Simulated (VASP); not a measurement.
H6C16F, 23 atoms in the cell. The cell holds a slab with vacuum, 23 atoms: a = 5.049 Å, b = 5.049 Å, c = 17.776 Å, α = 90.00°, β = 90.00°, γ = 60.00°. 

| Property | Result |
| --- | --- |
| Program | VASP 6.6.1 |
| Task | single point |
| Functional | PBE |
| Potentials or basis | VASP PAW PBE potentials, release 64 (H, C, F) |
| Cutoff | 520 eV |
| k mesh | 3 × 3 × 1 |
| Occupations | gaussian, width 0.02 eV |
| Spin | collinear spin |
| Starting moments | [0.0, 0.0, 0.0, 0.0, 0.0, 0.0, 0.0, 0.0, 0.0, 0.0, 0.0, 0.0, 0.0, 0.0, 0.0, 0.0, 0.0, 0.0, 0.32, 0.0, 0.0, 0.0, 0.0] μB |
| Dipole correction | no |
| Further INCAR settings | ALGO = Normal; EDIFF = 1e-06; NBANDS = 60; NELMDL = -8 |

Potentials or basis: VASP PAW PBE potentials, release 64 (H, C, F).

The run is started by

```sh
$ cat potpaw_PBE.64/H/POTCAR potpaw_PBE.64/C/POTCAR potpaw_PBE.64/F/POTCAR > POTCAR
$ mpirun -np 1 vasp_std > vasp.out
```

Hardware: 1 thread of Intel(R) Xeon(R) 6975P-C (Granite Rapids), with other jobs on the host.

Q: Estimate the wall time of this run.

A: It took 8.7 min on 1 thread of Intel(R) Xeon(R) 6975P-C (Granite Rapids) (shared host), peak memory 0.74 GiB. Counts: scf iterations 32, k points 5.
